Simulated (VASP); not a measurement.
Set up this calculation in VASP 6.6.1, as the native input.

```yaml
Task: single point
Functional: PBEsol-based global hybrid
Potentials_or_basis: VASP PAW PBE potentials, release 64 (Au)
Cutoff: 520 eV
k_mesh: 5 × 5 × 5
Occupations: fermi-dirac, width 0.05 eV
Spin: no spin polarisation
Dipole_correction: no
Grid_for_exact_exchange_PRECFOCK: Normal
Share_of_exact_exchange: 0.25
Further_INCAR_settings: ALGO = Normal; EDIFF = 1e-06; NBANDS = 12
```

Crystal: Au.

```
Au
1.0
     2.74841    0.00000    0.00000
     0.00000    2.74841    0.00000
     0.00000    0.00000    2.74841
Au
1
Direct
  0.50000 0.50000 0.50000
```

One way to write it, as run:

POSCAR

```
Au
1.0
    2.7484100000      0.0000000000      0.0000000000
    0.0000000000      2.7484100000      0.0000000000
    0.0000000000      0.0000000000      2.7484100000
Au
1
Direct
    0.5000000000      0.5000000000      0.5000000000
```

INCAR.step1

```
  PREC = Accurate
  ENCUT = 520
  EDIFF = 1E-5
  ISMEAR = -1
  SIGMA = 0.05
  LREAL = False
  LASPH = True
  NELM = 80
  ALGO = Normal
  ISIF = 2
  LWAVE = True
  GGA = PE
  NBANDS = 12
```

INCAR.step2

```
  PREC = Accurate
  ENCUT = 520
  EDIFF = 1E-6
  ISMEAR = -1
  SIGMA = 0.05
  LREAL = False
  LASPH = True
  NELM = 80
  ALGO = Normal
  ISIF = 2
  LWAVE = False
  LCHARG = True
  GGA = PS
  LHFCALC = True
  AEXX = 0.25
  PRECFOCK = Normal
  LELF = True
  LVHAR = True
  ISTART = 1
  NBANDS = 12
```

KPOINTS

```
Automatic mesh
0
Gamma
  5 5 5
```

Potentials or basis: VASP PAW PBE potentials, release 64 (Au).

Launch:

```bash
$ cat potpaw_PBE.64/Au/POTCAR > POTCAR
$ cp INCAR.step1 INCAR
$ mpirun -np 1 vasp_std > vasp.out
$ cp INCAR.step2 INCAR
$ mpirun -np 1 vasp_std > vasp.out
```

It gave:

```
Pressure : -5.9 GPa
```

Caveat: the k points lie up to 0.46 Å⁻¹ apart; the PAW data sets were made with another functional, which shifts forces and pressure a little.

It took 3.1 min on 1 thread of Intel(R) Xeon(R) Platinum 8375C CPU @ 2.90GHz (Ice Lake), on a shared host, peak memory 0.13 GiB.
